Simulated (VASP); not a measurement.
# CsPbBr3 in VASP: notebook

The runs below take CsPbBr3 through single point, with PBE, r2SCAN.

Everything below comes from runs of VASP 6.6.1. Logs are shortened: lines on timing, memory, paths and dates and some standing lists are left out, and cuts for length are marked.

### 1 The cell of the first run

Symmetry: Pm-3m, No. 221, cubic system. Conventional cell: a = 5.943 Å, b = 5.943 Å, c = 5.943 Å, α = 90.00°, β = 90.00°, γ = 90.00°. Within 5.5 Å of Cs (site symmetry m-3m) lie 12 Br at 4.20 Å and 8 Pb at 5.15 Å. Within 3.9 Å of Pb (site symmetry m-3m) lie 6 Br at 2.97 Å. Within 3.9 Å of Br (site symmetry 4/mmm) lie 2 Pb at 2.97 Å.

### 2 Single point, PBE

The input, INCAR:

```
SYSTEM = CsPbBr3
PREC = Accurate
ENCUT = 520
EDIFF = 1E-7
ISMEAR = -1
SIGMA = 0.02
LREAL = .FALSE.
LASPH = .TRUE.
NELM = 60
ALGO = Normal
ISIF = 2
LWAVE = .FALSE.
LCHARG = .FALSE.
GGA = PE
NBANDS = 30
```

The input, KPOINTS:

```
Automatic mesh
0
G
  4 4 4
  0 0 0
```

The input, POSCAR:

```
CsPbBr3
1.0
    5.9429614964      0.0000000000      0.0000000000
    0.0000000000      5.9429614964      0.0000000000
    0.0000000000      0.0000000000      5.9429614964
Cs Pb Br
1 1 3
Direct
    0.0000000000      0.0000000000      0.0000000000
    0.5000000000      0.5000000000      0.5000000000
    0.5000000000      0.5000000000      0.0000000000
    0.5000000000      0.0000000000      0.5000000000
    0.0000000000      0.5000000000      0.5000000000
```

Potentials or basis: VASP PAW PBE potentials, release 64 (Cs_sv, Pb_d, Br).

The run is started by

```sh
cat potpaw_PBE.64/Cs_sv/POTCAR potpaw_PBE.64/Pb_d/POTCAR potpaw_PBE.64/Br/POTCAR > POTCAR
mpirun -np 1 vasp_std > vasp.out
```

OUTCAR:

```text
SYSTEM = CsPbBr3
   PREC = Accurate
   ENCUT = 520
   EDIFF = 1E-7
   ISMEAR = -1
   LREAL = .FALSE.
   LASPH = .TRUE.
   NELM = 60
   ISIF = 2
   GGA = PE

 ion  position               nearest neighbor table
   1  0.000  0.000  0.000-
   2  0.500  0.500  0.500-   3 2.97   4 2.97   5 2.97   3 2.97   4 2.97   5 2.97
   3  0.500  0.500  0.000-   2 2.97   2 2.97
   4  0.500  0.000  0.500-   2 2.97   2 2.97
   5  0.000  0.500  0.500-   2 2.97   2 2.97

  LATTYP: Found a simple cubic cell.
 ALAT       =     5.9429614964

  Lattice vectors:

 A1 = (   5.9429614964,   0.0000000000,   0.0000000000)
 A2 = (   0.0000000000,   5.9429614964,   0.0000000000)
 A3 = (   0.0000000000,   0.0000000000,   5.9429614964)

Analysis of symmetry for initial positions (statically):
=====================================================================
 Subroutine PRICEL returns:
 Original cell was already a primitive cell.

 Routine SETGRP: Setting up the symmetry group for a
 simple cubic supercell.

 Subroutine GETGRP returns: Found 48 space group operations
 (whereof 48 operations were pure point group operations)
 out of a pool of 48 trial point group operations.

The static configuration has the point symmetry O_h .

Analysis of symmetry for dynamics (positions and initial velocities):
=====================================================================
 Subroutine PRICEL returns:
 Original cell was already a primitive cell.

 Routine SETGRP: Setting up the symmetry group for a
 simple cubic supercell.

 Subroutine GETGRP returns: Found 48 space group operations
 (whereof 48 operations were pure point group operations)
 out of a pool of 48 trial point group operations.

The dynamic configuration has the point symmetry O_h .

 Subroutine INISYM returns: Found 48 space group operations
 (whereof 48 operations are pure point group operations),
 and found     1 'primitive' translations

----------------------------------------------------------------------------------------

                                     Primitive cell

  volume of cell :     209.8982

  direct lattice vectors                    reciprocal lattice vectors
     5.942961496  0.000000000  0.000000000     0.168266276  0.000000000  0.000000000
     0.000000000  5.942961496  0.000000000     0.000000000  0.168266276  0.000000000
     0.000000000  0.000000000  5.942961496     0.000000000  0.000000000  0.168266276

  length of vectors
     5.942961496  5.942961496  5.942961496     0.168266276  0.168266276  0.168266276

  position of ions in fractional coordinates (direct lattice)
     0.000000000  0.000000000  0.000000000
     0.500000000  0.500000000  0.500000000
     0.500000000  0.500000000  0.000000000
     0.500000000  0.000000000  0.500000000
     0.000000000  0.500000000  0.500000000

  ion indices of the primitive-cell ions
   primitive index   ion index
                 1           1
                 2           2
                 3           3
                 4           4
                 5           5

----------------------------------------------------------------------------------------

 KPOINTS: Automatic mesh

Automatic generation of k-mesh.
 Grid dimensions read from file:
 generate k-points for:    4    4    4

 Generating k-lattice:

  Cartesian coordinates                     Fractional coordinates (reciprocal lattice)
     0.042066569  0.000000000  0.000000000     0.250000000  0.000000000  0.000000000
     0.000000000  0.042066569  0.000000000     0.000000000  0.250000000  0.000000000
     0.000000000  0.000000000  0.042066569     0.000000000  0.000000000  0.250000000

  Length of vectors
     0.042066569  0.042066569  0.042066569

  Shift w.r.t. Gamma in fractional coordinates (k-lattice)
     0.000000000  0.000000000  0.000000000

 Subroutine IBZKPT returns following result:
 ===========================================

 Found     10 irreducible k-points:

 Following reciprocal coordinates:
            Coordinates               Weight
  0.000000  0.000000  0.000000      1.000000
  0.250000  0.000000  0.000000      6.000000
  0.500000  0.000000  0.000000      3.000000
  0.250000  0.250000  0.000000     12.000000
  0.500000  0.250000  0.000000     12.000000
  0.500000  0.500000  0.000000      3.000000
  0.250000  0.250000  0.250000      8.000000
  0.500000  0.250000  0.250000     12.000000
  0.500000  0.500000  0.250000      6.000000
  0.500000  0.500000  0.500000      1.000000
   k-points           NKPTS =     10   k-points in BZ     NKDIM =     10   number of bands    NBANDS=     30
   number of dos      NEDOS =    301   number of ions     NIONS =      5
   total plane-waves  NPLWV = 110592
   dimension x,y,z NGX =    48 NGY =   48 NGZ =   48
   dimension x,y,z NGXF=    96 NGYF=   96 NGZF=   96
   ions per type =               1   1   3
   NGX,Y,Z   is equivalent  to a cutoff of  13.43, 13.43, 13.43 a.u.
   NGXF,Y,Z  is equivalent  to a cutoff of  26.85, 26.85, 26.85 a.u.
 SYSTEM =  CsPbBr3
   PREC   = accura    normal or accurate (medium, high low for compatibility)
   ISTART =      0    job   : 0-new  1-cont  2-samecut
   ICHARG =      2    charge: 1-file 2-atom 10-const
   ISPIN  =      1    spin polarized calculation?
   LNONCOLLINEAR =      F non collinear calculations
   LSORBIT =      F    spin-orbit coupling
   LASPH  =      T    aspherical Exc in radial PAW
   ENCUT  =  520.0 eV  38.22 Ry    6.18 a.u.  11.05 11.05 11.05*2*pi/ulx,y,z
   NELM   =     60;   NELMIN=  2; NELMDL= -5     # of ELM steps
   EDIFF  = 0.1E-06   stopping-criterion for ELM
   LREAL  =      F    real-space projection
   EDIFFG = 0.1E-05   stopping-criterion for IOM
   NSW    =      0    number of steps for IOM
   IBRION =     -1    ionic relax: 0-MD 1-quasi-New 2-CG
   NFREE  =      0    steps in history (QN), initial steepest desc. (CG)
   ISIF   =      2    stress and relaxation
   ISYM   =      2    0-nonsym 1-usesym 2-fastsym
   POTIM  = 0.5000    time-step for ionic-motion
   TEBEG  =    0.0;   TEEND  =   0.0 temperature during run
   PSTRESS=    0.0 pullay stress
   NELECT =      44.0000    total number of electrons
   NUPDOWN=      -1.0000    fix difference up-down
   EMIN   =  10.00;   EMAX   =-10.00  energy-range for DOS
   EFERMI =   0.00;   METHOD = LEGACY
   ISMEAR =    -1;   SIGMA  =   0.02  broadening in eV -4-tet -1-fermi 0-gaus
   EFERMI_NEDOS =   21; number of points for ismear=-14 and -15
   IALGO  =     38    algorithm
   IMIX   =      4    mixing-type and parameters
     AMIX     =   0.40;   BMIX     =  1.00
     AMIX_MAG =   1.60;   BMIX_MAG =  1.00
  volume/ion in A,a.u.               =      41.98       283.29
  Fermi-wavevector in a.u.,A,eV,Ry     =   0.972500  1.837758 12.867787  0.945756
  Thomas-Fermi vector in A             =   2.102803
   LORBIT       =      0    0 simple, 1 ext, 2 COOP (PROOUT), +10 PAW based schemes
   GGA     = PE    functional components
   LHFCALC =     F    Hartree Fock is set to
   AEXX    =    0.0000 exact exchange contribution
   IVDW    =     0    specifies the selected vdW correction
   LEPSILON=     F    determine dielectric tensor
   LRPA    =     F    only Hartree local field effects (RPA)
 non-spin polarized calculation
  energy-cutoff  :      520.00
  volume of cell :      209.90
 maximum number of plane-waves:      5695
 NGX is ok and might be reduce to    48
   NGX = 23   NGY = 23   NGZ = 23

 number of electron      43.9999990 magnetization

 Free energy of the ion-electron system (eV)
  ---------------------------------------------------
  ext. energy  EPLUGINS =         0.00000000
  ---------------------------------------------------
  free energy    TOTEN  =       -15.85803028 eV

  energy without entropy =      -15.85803028  energy(sigma->0) =      -15.85803028

 E-fermi :   1.3462     XC(G=0):  -7.4857

 val. band max:        0.8966706975   @ k =   0.5000   0.5000   0.5000
 cond. band min:       2.5707229173   @ k =   0.5000   0.5000   0.5000
 fundamental gap:      1.6740522199
 Fermi energy:         1.3461832398

 k-point     1 :       0.0000    0.0000    0.0000
  band No.  band energies     occupation
      1     -20.4353      2.00000
      2     -15.8527      2.00000
      3     -15.8527      2.00000
      4     -15.7238      2.00000
      5     -15.7238      2.00000
      6     -15.7238      2.00000
[... 22 lines left out ...]
     29       6.8166      0.00000
     30       6.8166      0.00000

 k-point     2 :       0.2500    0.0000    0.0000
  band No.  band energies     occupation
      1     -20.4349      2.00000
      2     -15.8526      2.00000
      3     -15.8274      2.00000
      4     -15.7242      2.00000
      5     -15.7242      2.00000
      6     -15.7238      2.00000
[... 22 lines left out ...]
     29       6.1674      0.00000
     30       6.8746      0.00000

 k-point     3 :       0.5000    0.0000    0.0000
  band No.  band energies     occupation
      1     -20.4345      2.00000
      2     -15.8526      2.00000
      3     -15.8015      2.00000
      4     -15.7246      2.00000
      5     -15.7246      2.00000
      6     -15.7237      2.00000
[... 22 lines left out ...]
     29       6.4796      0.00000
     30       7.3872      0.00000

 k-point     4 :       0.2500    0.2500    0.0000
  band No.  band energies     occupation
      1     -20.4345      2.00000
      2     -15.8402      2.00000
      3     -15.8137      2.00000
      4     -15.7246      2.00000
      5     -15.7242      2.00000
      6     -15.7241      2.00000
[... 154 lines left out ...]
     29       6.7967      0.00000
     30       6.7981      0.00000

 k-point     9 :       0.5000    0.5000    0.2500
  band No.  band energies     occupation
      1     -20.4335      2.00000
      2     -15.8004      2.00000
      3     -15.7718      2.00000
      4     -15.7254      2.00000
      5     -15.7250      2.00000
      6     -15.7250      2.00000
[... 22 lines left out ...]
     29       6.4929      0.00000
     30       6.9959      0.00000

 k-point    10 :       0.5000    0.5000    0.5000
  band No.  band energies     occupation
      1     -20.4331      2.00000
      2     -15.7718      2.00000
      3     -15.7718      2.00000
      4     -15.7254      2.00000
      5     -15.7254      2.00000
      6     -15.7254      2.00000
[... 22 lines left out ...]
     29       6.2390      0.00000
     30       7.4044      0.00000

------------------------ aborting loop because EDIFF is reached ----------------------------------------

  FORCE on cell =-STRESS in cart. coord.  units (eV):
  Direction    XX          YY          ZZ          XY          YZ          ZX
  --------------------------------------------------------------------------------------
  -------------------------------------------------------------------------------------
  Total        0.8836320      0.8836320      0.8836320      0.0000000      0.0000000      0.0000000
  in kB        6.7448647      6.7448647      6.7448647      0.0000000      0.0000000      0.0000000
  external PRESSURE =       6.7448647 kB  Pullay stress =       0.0000000 kB

 VOLUME and BASIS-vectors are now :
 -----------------------------------------------------------------------------
  energy-cutoff  :      520.00
  volume of cell :      209.90
      direct lattice vectors                 reciprocal lattice vectors
     5.942961496  0.000000000  0.000000000     0.168266276  0.000000000  0.000000000
     0.000000000  5.942961496  0.000000000     0.000000000  0.168266276  0.000000000
     0.000000000  0.000000000  5.942961496     0.000000000  0.000000000  0.168266276

 POSITION                                       TOTAL-FORCE (eV/Angst)
 -----------------------------------------------------------------------------------
      0.00000      0.00000      0.00000         0.000000      0.000000      0.000000
      2.97148      2.97148      2.97148         0.000000      0.000000      0.000000
      2.97148      2.97148      0.00000         0.000000      0.000000      0.000000
      2.97148      0.00000      2.97148         0.000000      0.000000      0.000000
      0.00000      2.97148      2.97148         0.000000      0.000000      0.000000
 -----------------------------------------------------------------------------------
    total drift:                                0.000000     -0.000000     -0.000000

  FREE ENERGIE OF THE ION-ELECTRON SYSTEM (eV)
  ---------------------------------------------------
  free  energy   TOTEN  =       -15.8580302838 eV

  energy  without entropy=      -15.8580302838  energy(sigma->0) =      -15.85803028
```

Run time: 65 s. Hardware: 1 thread of Intel Xeon Platinum 8259CL at 2.50GHz (Skylake/Cascade Lake), shared host; peak memory 0.34 GiB.

What came out:

```
Free energy            : -15.8580 eV
Pressure               : 0.7 GPa
Band gap on the k mesh : 1.67 eV, direct
```

Caveat: spin-orbit coupling is left out, which moves the levels of the heavy elements. Expect the measured gap to be larger: semilocal functionals such as PBE lack the derivative discontinuity.

### 3 Single point, r2SCAN

POSCAR is that of step 2.

The input, INCAR.step1:

```
SYSTEM = CsPbBr3
  PREC = Accurate
  ENCUT = 520
  ISMEAR = 0
  SIGMA = 0.01
  LREAL = .False.
  LASPH = .True.
  NELM = 100
  NBANDS = 30
  GGA = PE
  ALGO = Normal
  EDIFF = 1E-4
  LWAVE = .True.
  LCHARG = .False.
```

The input, INCAR.step2:

```
SYSTEM = CsPbBr3
  PREC = Accurate
  ENCUT = 520
  EDIFF = 1E-6
  ISMEAR = 0
  SIGMA = 0.01
  LREAL = .False.
  LASPH = .True.
  NELM = 100
  ALGO = Normal
  ISIF = 2
  LWAVE = .False.
  LCHARG = .False.
  METAGGA = R2SCAN
  LMIXTAU = .True.
  NBANDS = 30
  ISTART = 1
```

The input, KPOINTS:

```
Automatic mesh
0
Gamma
  4 4 4
  0 0 0
```

Potentials or basis: VASP PAW PBE potentials, release 64 (Cs_sv, Pb_d, Br).

The run is started by

```sh
cat potpaw_PBE.64/Cs_sv/POTCAR potpaw_PBE.64/Pb_d/POTCAR potpaw_PBE.64/Br/POTCAR > POTCAR
cp INCAR.step1 INCAR
mpirun -np 1 vasp_std > vasp.out
cp INCAR.step2 INCAR
mpirun -np 1 vasp_std > vasp.out
```

Run time: 3.3 min. Hardware: 1 thread of Intel Xeon Platinum 8259CL at 2.50GHz (Skylake/Cascade Lake), shared host; peak memory 0.39 GiB.

The run converged. Its results:

```
Free energy            : -128.4580 eV
Pressure               : 0.0 GPa
Band gap on the k mesh : 2.06 eV, direct
```

Levels at points of the mesh, in eV from the valence-band top:
| k point | band 18 | band 19 | band 20 | band 21 | band 22 | band 23 | band 24 | band 25 | band 26 | band 27 |
| --- | --- | --- | --- | --- | --- | --- | --- | --- | --- | --- |
| (0.00, 0.00, 0.00) | -2.07 | -2.07 | -1.96 | -1.96 | -1.96 | 3.67 | 4.71 | 4.71 | 5.53 | 5.53 |
| (0.50, 0.00, 0.00) | -2.20 | -2.18 | -2.06 | -2.06 | -1.39 | 3.03 | 5.07 | 5.64 | 5.70 | 5.75 |
| (0.50, 0.50, 0.00) | -2.27 | -2.27 | -2.22 | -1.61 | -0.68 | 2.57 | 2.57 | 5.31 | 5.85 | 6.28 |
| (0.50, 0.50, 0.50) | -2.21 | -1.60 | -1.60 | -1.60 | 0.00 | 2.06 | 2.06 | 2.06 | 5.24 | 5.84 |

Caveat: the PAW data sets were made with another functional, which shifts forces and pressure a little; spin-orbit coupling is left out, which moves the levels of the heavy elements. r2SCAN opens gaps a little over a GGA but as a rule still falls short of measured ones.

[end of part 1 of 2]
